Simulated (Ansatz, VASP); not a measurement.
# Os in VASP and in Ansatz

File INCAR:

```
ALGO = Normal
EDIFF = 1E-6
EDIFFG = -0.02
ENCUT = 680
GGA = PE
IBRION = 2
ISIF = 3
ISMEAR = -1
LASPH = True
LCHARG = False
LREAL = False
LWAVE = False
NELM = 100
NSW = 40
PREC = Accurate
SIGMA = 0.05
```

The input KPOINTS:

```
k-points
0
Gamma
  11 11 6
```

File POSCAR:

```
Os
1.0
    2.7341000000      0.0000000000      0.0000000000
   -1.3670500000      2.3678000565      0.0000000000
    0.0000000000      0.0000000000      4.3197000000
Os
2
Direct
    0.6666666667      0.3333333333      0.7500000000
    0.3333333333      0.6666666667      0.2500000000
```

input.yaml

```yaml
crystal:
  lattice:
    - [2.7341, 0.0, 0.0]
    - [-1.36705, 2.3678000565, 0.0]
    - [0.0, 0.0, 4.3197]
  atoms:
    - { symbol: Os, position: [0.6666666667, 0.3333333333, 0.75] }
    - { symbol: Os, position: [0.3333333333, 0.6666666667, 0.25] }
hamiltonian:
  xc: pbe
  pseudopotentials: { kind: paw }
kpoints:
  mp_grid: { grid: [11, 11, 6] }
scf:
  occupations: { method: fermi_dirac, width: 0.05 }
output:
  forces: true
  stress: true
  write_density: true
  write_potential: true
  elf: true
  volumetric_format: npy
relax:
  f_tol: 0.01
  max_steps: 40
  cell: { stress_tol: 0.05 }
```

Alike in both runs: task relaxation of cell and atoms; functional PBE; k mesh 11 × 11 × 6; occupations fermi-dirac, width 0.05 eV; no spin polarisation.

```csv
,VASP,Ansatz
version,VASP 6.6.1,Ansatz 0.2.0
potentials or method,"VASP PAW PBE potentials, release 64 (Os_sv_GW)",Ansatz PAW
plane-wave cutoff (eV),680,420
valence electrons in the cell,32,32
```

```csv
,VASP,Ansatz,Ansatz less VASP
"gap on the k mesh at the Fermi level, each at its own relaxed structure (eV)",none,none,-
relaxed volume (Å³/atom),14.27,14.28,+0.007
relaxed cell length with the largest relative difference (Å),2.753,2.754,+0.0011
```

A gap of «none» marks a metal or a gap that the smearing closes.

Neither program's run includes spin-orbit coupling. Noted on Ansatz's run: the plane-wave basis is chosen anew once the cell has moved, so the energies of steps on either side of that aren't comparable.
